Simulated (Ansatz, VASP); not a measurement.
# KCl: VASP beside Ansatz

```
K Cl
1.0
     0.00000    3.15610    3.15610
     3.15610    0.00000    3.15610
     3.15610    3.15610    0.00000
K Cl
1 1
Direct
  0.00000 0.00000 0.00000
  0.50000 0.50000 0.50000
```

Alike in both runs: task single point; functional PBE; k mesh 7 × 7 × 7; occupations fermi-dirac, width 0.01 eV; no spin polarisation.

|  | VASP | Ansatz |
| --- | --- | --- |
| version | VASP 6.6.1 | Ansatz 0.2.0 |
| potentials or method | VASP PAW PBE potentials, release 64 (K_sv, Cl), cutoff 520 eV | all-electron LAPW, scalar-relativistic |

|  | VASP | Ansatz | Ansatz less VASP |
| --- | --- | --- | --- |
| gap on the k mesh at the Fermi level (eV) | 5.16 | 5.16 | +0.002 |
| pressure (GPa) | 0.6 | 0.6 | -0.02 |

Ansatz ran all-electron here, and VASP with PAW potentials.
